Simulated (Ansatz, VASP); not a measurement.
**TlAgS2: VASP beside Ansatz**

The input INCAR:

```
PREC     = Accurate       # precision mode
ENCUT    = 520            # plane-wave cutoff, eV
EDIFF    = 1E-7           # SCF threshold, eV
ISMEAR   = 0              # smearing method
SIGMA    = 0.1            # smearing width, eV
LREAL    = F              # projectors in reciprocal space
LASPH    = T              # aspherical terms in the spheres
NELM     = 150            # most SCF steps
ALGO     = Normal         # electronic algorithm
ISIF     = 2              # what is computed and relaxed
LWAVE    = F              # write WAVECAR
LCHARG   = F              # write CHGCAR
ISPIN    = 2              # spin polarisation
MAGMOM   = 0 1 0 0        # initial moments
LORBIT   = 11             # projections on sites
LMAXMIX  = 4              # l up to which the mixer works
GGA      = PE             # functional
NBANDS   = 30             # bands
```

Contents of KPOINTS:

```
regular mesh
0
Gamma
  4 4 6
```

File POSCAR:

```
TlAgS2
1.0
    5.2470000000      0.0000000000      0.0000000000
    0.0000000000      5.2470000000      0.0000000000
    0.0000000000      0.0000000000      3.0032467400
Tl Ag S
1 1 2
Direct
    0.5000000000      0.5000000000      0.5000000000
    0.0000000000      0.0000000000      0.0000000000
    0.5000000000      0.0000000000      0.0000000000
    0.0000000000      0.5000000000      0.0000000000
```

Input for Ansatz:

```yaml
crystal:
  lattice:
    - [5.247, 0.0, 0.0]
    - [0.0, 5.247, 0.0]
    - [0.0, 0.0, 3.00324674]
  atoms:
    - { symbol: Tl, position: [0.5, 0.5, 0.5] }
    - { symbol: Ag, position: [0.0, 0.0, 0.0], spin: 1.0 }
    - { symbol: S, position: [0.5, 0.0, 0.0] }
    - { symbol: S, position: [0.0, 0.5, 0.0] }
basis:
  ecutwfc: 420
kpoints:
  mp_grid: { grid: [4, 4, 6] }
hamiltonian:
  xc: pbe
scf:
  occupations: { method: gaussian, width: 0.1 }
  lower_state_search: "off"
output:
  forces: true
  stress: true
  eigenvalues: true
  populations: true
magnetization:
  spin_polarized: true
```

Alike in both runs: task single point; functional PBE; k mesh 4 × 4 × 6; occupations gaussian, width 0.1 eV; collinear spin.

```csv
,VASP,Ansatz
version,VASP 6.6.1,Ansatz 0.2.0
potentials or method,"VASP PAW PBE potentials, release 64 (Tl_d, Ag, S), cutoff 520 eV","scalar-relativistic, plane waves, PAW"
valence electrons in the cell,36,44
```

|  | VASP | Ansatz | Ansatz less VASP |
| --- | --- | --- | --- |
| gap on the k mesh at the Fermi level (eV) | none | none | - |
| pressure (GPa) | 2.4 | 2.5 | +0.07 |
| traceless stress, the component that is largest in VASP (GPa) | 6.43 | 6.43 | 0.000 |
| net moment per atom (μB) | 0.00 | 0.00 | 0.000 |

A gap of «none» marks a metal or a gap that the smearing closes. With one functional, cell and mesh, what is left measures potentials, basis and numerics. VASP's potentials hold 36 valence electrons a cell and Ansatz's 44, so a difference there can come from the potentials and not from the codes. Ansatz's warnings: seeded moment not kept.

Neither program's run includes spin-orbit coupling.
